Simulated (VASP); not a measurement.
# Mg3CdSe4: relaxation of cell and atoms with PBE

The system is Mg3CdSe4.

```
CELL_PARAMETERS angstrom
6.04747 0.00000 0.00000
0.00000 6.04747 0.00000
0.00000 0.00000 6.04747
ATOMIC_POSITIONS crystal
Mg 0.00000 0.00000 0.50000
Mg 0.00000 0.50000 0.00000
Mg 0.50000 0.00000 0.00000
Cd 0.50000 0.50000 0.50000
Se 0.75569 0.75569 0.24431
Se 0.75569 0.24431 0.75569
Se 0.24431 0.75569 0.75569
Se 0.24431 0.24431 0.24431
```

The cell was generated, and may not be a known phase.

* Program: VASP 6.6.1
* Task: relaxation of cell and atoms
* Functional: PBE
* Potentials or basis: VASP PAW PBE potentials, release 64 (Mg, Cd, Se)
* Cutoff: 600 eV
* k mesh: 6 × 6 × 6
* Occupations: gaussian, width 0.02 eV
* Spin: no spin polarisation
* Dipole correction: no
* Further INCAR settings: ALGO = Normal; EDIFF = 1e-07; IBRION = 2; EDIFFG = -0.01; NSW = 100; ISIF = 3

```json
{
 "Relaxed volume": "27.59 Å³/atom",
 "Relaxed cell": "a = 6.044 Å, b = 6.044 Å, c = 6.044 Å, α = 90.00°, β = 90.00°, γ = 90.00°",
 "Space group after relaxing (to 0.1 Å)": "P-43m (No. 215)",
 "Energy gained by relaxing": "0.1 meV/atom",
 "Ionic steps": "4",
 "Pressure after relaxing": "0.0 GPa",
 "Largest force after relaxing": "0.005 eV/Å",
 "Band gap on the k mesh": "1.93 eV"
}
```

Forces in eV/Å, atoms in the order of the input:
```
Mg   0.000  0.000  0.000
Mg   0.000  0.000  0.000
Mg   0.000  0.000  0.000
Cd   0.000  0.000  0.000
Se   0.003  0.003 -0.003
Se   0.003 -0.003  0.003
Se  -0.003  0.003  0.003
Se  -0.003 -0.003 -0.003
```

Step by step:
```
step  energy change (eV)  largest force (eV/Å)  pressure (GPa)  volume (Å³)
   1              0.0000                0.0359           -0.07       221.17
   2             -0.0003                0.0234            0.01       220.78
   3             -0.0003                0.0171            0.05       220.58
   4             -0.0004                0.0047            0.01       220.74
```

Final structure:
```
CELL_PARAMETERS angstrom
6.04355 0.00000 0.00000
0.00000 6.04355 0.00000
0.00000 0.00000 6.04355
ATOMIC_POSITIONS crystal
Mg 0.00000 0.00000 0.50000
Mg 0.00000 0.50000 0.00000
Mg 0.50000 0.00000 0.00000
Cd 0.50000 0.50000 0.50000
Se 0.75608 0.75608 0.24392
Se 0.75608 0.24392 0.75608
Se 0.24392 0.75608 0.75608
Se 0.24392 0.24392 0.24392
```

Levels at points of the mesh, in eV from the valence-band top:
```csv
k point,band 18,band 19,band 20,band 21,band 22,band 23,band 24,band 25
"(0.00, 0.00, 0.00)",-1.22,0.00,0.00,0.00,1.93,3.44,3.44,3.44
"(0.50, 0.00, 0.00)",-0.80,-0.80,-0.56,-0.56,4.03,4.24,4.88,5.21
"(0.50, 0.50, 0.00)",-0.66,-0.45,-0.36,-0.36,4.23,5.19,5.19,5.28
"(0.50, 0.50, 0.50)",-0.51,-0.26,-0.26,-0.26,2.83,3.95,3.95,3.95
```

It took 4.7 min on 1 thread of Intel Xeon 8259CL, with other jobs on the host, peak memory 0.4 GiB.
